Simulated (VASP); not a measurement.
Write the native input for VASP 6.6.1 that does the following.

| Item | Value |
| --- | --- |
| Task | single point |
| Functional | PBE |
| Potentials or basis | VASP PAW PBE potentials, release 64 (Si, Pt, P, Au) |
| Cutoff | 400 eV |
| k mesh | 1 × 1 × 1, shifted |
| Occupations | fermi-dirac, width 0.081 eV |
| Spin | no spin polarisation |
| Dipole correction | no |
| Mended | yes |
| Further INCAR settings | LREAL = Auto; ALGO = Normal; EDIFF = 1e-06; NBANDS = 73; ISYM = -1 |

The structure of Si13P2Pt3Au2 lies in POSCAR:

```
Si13P2Pt3Au2
1.0
    6.4794480000     -0.0023350000     -0.0331270000
   -0.0023350000      6.7843160000      0.1466780000
   -0.0331270000      0.1466780000      7.1568870000
Si Pt P Au
13 3 2 2
Direct
    0.5453075104      0.4274963693      0.8179265775
    0.9457454136      0.4887375856      1.0741699089
    0.5301421324      0.9537391189      0.2153650703
    0.0864021306      0.8766232939      0.4813353755
    0.1108647938      0.3928940033      0.7668143582
    0.0526432045      0.0740075929      0.1720982357
    0.3503751500      0.6377988948      1.0591150610
    0.3410748340      0.6804005052      0.7107771858
    0.5304676241      0.2716383845      0.3371603361
    0.7755225532      0.0858206238      0.4728971881
    0.0964388612      0.9041826347      0.8253485111
    0.7159959289      0.5561886587      0.3074437471
    0.8140068526      0.1651145416      0.8119518911
    0.3351045111      0.1323692249      0.6523733509
    0.3858113164      0.2122022053      0.0346204120
    0.8174815107      0.8612790785      0.0300616759
    0.6167197779      0.8780210393      0.7232635790
    0.8282202733      0.6201841996      0.6064256813
    0.3463374029      0.6940003057      0.3744891518
    0.0814339266      0.3675008509      0.4262619169
```

These files were run (other wordings do the same):

INCAR

```
SYSTEM = Si13P2Pt3Au2
  PREC = Accurate
  ENCUT = 400
  EDIFF = 1E-6
  ISMEAR = -1
  SIGMA = 0.081
  LREAL = Auto
  LASPH = .True.
  NELM = 120
  ALGO = Normal
  ISIF = 2
  LWAVE = .False.
  LCHARG = .True.
  GGA = PE
  LELF = .True.
  LVHAR = .True.
  ISYM = -1
  NBANDS = 73
  GGA_COMPAT = .False.
```

KPOINTS

```
explicit points
1
Reciprocal
  0.25000000   0.25000000   0.25000000 1
```

Potentials or basis: VASP PAW PBE potentials, release 64 (Si, Pt, P, Au).

Launch:

```sh
$ cat potpaw_PBE.64/Si/POTCAR potpaw_PBE.64/Pt/POTCAR potpaw_PBE.64/P/POTCAR potpaw_PBE.64/Au/POTCAR > POTCAR
$ mpirun -np 1 vasp_std > vasp.out
```

It gave:

The pressure is 9.6 GPa and the largest force is 2.412 eV/Å.

Caveat: the atoms stand as in a frame of molecular dynamics.

Wall time 36 s on 1 thread of Intel(R) Xeon(R) Platinum 8375C CPU @ 2.90GHz (Ice Lake), on a shared host, peak memory 0.3 GiB.
